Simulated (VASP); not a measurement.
Here is a VASP 6.6.1 calculation.

File INCAR:

```
ALGO     = Normal         # electronic algorithm
EDIFF    = 1E-6           # SCF threshold, eV
ENCUT    = 520            # plane-wave cutoff, eV
GGA      = PS             # functional
ISIF     = 2              # what is computed and relaxed
ISMEAR   = 0              # smearing method
LASPH    = T              # aspherical terms in the spheres
LCHARG   = F              # write CHGCAR
LREAL    = F              # projectors in reciprocal space
LWAVE    = F              # write WAVECAR
NBANDS   = 17             # bands
NELM     = 80             # most SCF steps
PREC     = Accurate       # precision mode
SIGMA    = 0.05           # smearing width, eV
```

KPOINTS

```
k-points
0
Gamma
  10 10 10
```

POSCAR

```
SnSe
1.0
    0.0000000000      2.9505525000      2.9505525000
    2.9505525000      0.0000000000      2.9505525000
    2.9505525000      2.9505525000      0.0000000000
Sn Se
1 1
Direct
    0.0000000000      0.0000000000      0.0000000000
    0.5000000000      0.5000000000      0.5000000000
```

Potentials or basis: VASP PAW PBE potentials, release 64 (Sn_d, Se).

Run with:

```bash
$ cat potpaw_PBE.64/Sn_d/POTCAR potpaw_PBE.64/Se/POTCAR > POTCAR
$ mpirun -np 1 vasp_std > vasp.out
```

**Question.** What does it give for the band gap on the k mesh?

**Answer.** 0.42 eV (least direct gap 0.56 eV).

**Question.** Predict the pressure.

**Answer.** 1.5 GPa.

Caveat: the cell differs from its parent crystal (strained); semilocal functionals underestimate gaps, and a narrow one can read as zero; the PAW data sets were made with another functional, which shifts forces and pressure a little; spin-orbit coupling is left out, which moves the levels of the heavy elements. A k mesh can miss the band edges.
